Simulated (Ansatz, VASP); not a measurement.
**One calculation of H, two programs**

```
CELL_PARAMETERS angstrom
9.00000 0.00000 0.00000
0.00000 9.50000 0.00000
0.00000 0.00000 10.00000
ATOMIC_POSITIONS crystal
H 0.50000 0.50000 0.46173
H 0.50000 0.50000 0.53827
```

Alike in both runs: functional LDA; k mesh 1 × 1 × 1; occupations fermi-dirac, width 0.05 eV; no spin polarisation.

Ansatz relaxed the structure, and its values are those at the end. VASP's run is a single point on that final structure, the one shown.

|  | VASP | Ansatz |
| --- | --- | --- |
| version | VASP 6.6.1 | Ansatz 0.2.0 |
| potentials or method | VASP PAW LDA potentials, release 64 (H), cutoff 520 eV | plane waves, PAW |
| valence electrons in the cell | 2 | 2 |

|  | VASP | Ansatz | Ansatz less VASP |
| --- | --- | --- | --- |
| rms of the force components (eV/Å) | 0.008 | 0.000 | -0.0076 |

LDA's correlation is that of Perdew and Zunger in VASP and of Perdew and Wang (1992) in Ansatz. Ansatz's warnings: stress scf threshold loose.
